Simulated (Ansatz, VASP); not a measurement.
One calculation of Nb, two programs

Contents of INCAR:

```
ALGO = Fast ; EDIFF = 1E-6
ENCUT = 520 ; GGA = PS
ISIF = 2 ; ISMEAR = 0
LASPH = T ; LCHARG = F
LREAL = F ; LWAVE = F
NBANDS = 12 ; NELM = 100
PREC = Accurate ; SIGMA = 0.15
```

KPOINTS

```
k-points
0
Gamma
  20 20 20
```

Contents of POSCAR:

```
Nb
1.0
   -1.7138685000      1.7138685000      1.6639500000
    1.7138685000     -1.7138685000      1.6639500000
    1.7138685000      1.7138685000     -1.6639500000
Nb
1
Direct
    0.0000000000      0.0000000000      0.0000000000
```

Input for Ansatz:

```yaml
crystal:
  lattice:
    - [-1.7138685, 1.7138685, 1.66395]
    - [1.7138685, -1.7138685, 1.66395]
    - [1.7138685, 1.7138685, -1.66395]
  atoms:
    - { symbol: Nb, position: [0.0, 0.0, 0.0] }
basis:
  ecutwfc: 420
kpoints:
  mp_grid: { grid: [20, 20, 20] }
hamiltonian:
  xc: pbesol
scf:
  occupations: { method: gaussian, width: 0.15 }
output:
  forces: true
  stress: true
  eigenvalues: true
  write_density: true
  write_potential: true
  elf: true
  volumetric_format: npy
```

Change from the starting cell: strain +0.030 along x and y, +0.000 along z, atoms carried along.

Alike in both runs: task single point; functional PBEsol; k mesh 20 × 20 × 20; occupations gaussian, width 0.15 eV; no spin polarisation.

|  | VASP | Ansatz |
| --- | --- | --- |
| version | VASP 6.6.1 | Ansatz 0.2.0 |
| potentials or method | VASP PAW PBE potentials, release 64 (Nb_sv), cutoff 520 eV | scalar-relativistic, plane waves, PAW |
| valence electrons in the cell | 13 | 13 |

VASP gave:

```
gap on the k mesh at the Fermi level (eV)                     : none
pressure (GPa)                                                : -16.5
traceless stress, the component that is largest in VASP (GPa) : 1.62
```

Task: Which values does Ansatz return?

Result: gap on the k mesh at the Fermi level (eV): none; pressure (GPa): -16.2; traceless stress, the component that is largest in VASP (GPa): 1.63.

VASP's potentials were made for PBE, not for PBEsol. A gap of «none» marks a metal or a gap that the smearing closes.
